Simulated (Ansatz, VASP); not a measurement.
This is a calculation of TiO2 for VASP 6.6.1.

INCAR

```
PREC = Accurate ; ENCUT = 520
EDIFF = 1E-7 ; ISMEAR = -1
SIGMA = 0.05 ; LREAL = F
LASPH = T ; NELM = 60
ALGO = Normal ; ISIF = 2
LWAVE = F ; LCHARG = F
GGA = PE ; NBANDS = 33
```

The input KPOINTS:

```
Automatic mesh
0
Gamma
  7 7 7
```

Contents of POSCAR:

```
TiO2
1.0
   -1.8921000000      1.8921000000      4.7573000000
    1.8921000000     -1.8921000000      4.7573000000
    1.8921000000      1.8921000000     -4.7573000000
Ti O
2 4
Direct
    0.7500000000      0.2500000000      0.5000000000
    0.0000000000      0.0000000000      0.0000000000
    0.7919000000      0.7919000000      0.0000000000
    0.5419000000      0.0419000000      0.5000000000
    0.9581000000      0.4581000000      0.5000000000
    0.2081000000      0.2081000000      0.0000000000
```

Potentials or basis: VASP PAW PBE potentials, release 64 (Ti_sv, O).

Command:

```console
$ cat potpaw_PBE.64/Ti_sv/POTCAR potpaw_PBE.64/O/POTCAR > POTCAR
$ mpirun -np 1 vasp_std > vasp.out
```

Problem. Set up the same calculation for Ansatz 0.2.0. Potentials there: Ansatz PAW.

Solution. As run (the cutoff follows the program's own potentials):

Contents of input.yaml:

```yaml
crystal:
  lattice:
    - [-1.8921, 1.8921, 4.7573]
    - [1.8921, -1.8921, 4.7573]
    - [1.8921, 1.8921, -4.7573]
  atoms:
    - { symbol: Ti, position: [0.75, 0.25, 0.5] }
    - { symbol: Ti, position: [0.0, 0.0, 0.0] }
    - { symbol: O, position: [0.7919, 0.7919, 0.0] }
    - { symbol: O, position: [0.5419, 0.0419, 0.5] }
    - { symbol: O, position: [0.9581, 0.4581, 0.5] }
    - { symbol: O, position: [0.2081, 0.2081, 0.0] }
hamiltonian:
  xc: pbe
  pseudopotentials: { kind: paw }
kpoints:
  mp_grid: { grid: [7, 7, 7] }
scf:
  occupations: { method: fermi_dirac, width: 0.05 }
output:
  forces: true
  stress: true
  eigenvalues: true
```

Potentials or basis: Ansatz PAW.

The run is started by

```sh
$ ansatz run input.yaml --threads 2 --pin off --max-ram 5120MiB --backend cpu --events-out ev --progress --plain --runs-dir out
```

Both were run:

|  | VASP | Ansatz | Ansatz less VASP |
| --- | --- | --- | --- |
| gap on the k mesh at the Fermi level (eV) | 2.10 | 2.12 | +0.024 |
| least direct gap on the mesh (eV) | 2.44 | 2.46 | +0.021 |
| pressure (GPa) | 5.9 | 5.2 | -0.71 |
| traceless stress, the component that is largest in VASP (GPa) | 0.92 | 0.86 | -0.059 |
| rms of the force components (eV/Å) | 0.059 | 0.048 | -0.0106 |

Atom by atom the forces differ by 0.011 eV/Å (rms over components). The functional is the same, so the differences come from potentials, cutoffs and numerics.

Noted on Ansatz's run: odd divisions of the mesh miss points on the zone boundary, where band edges often lie, so the gap on the mesh can be too wide.
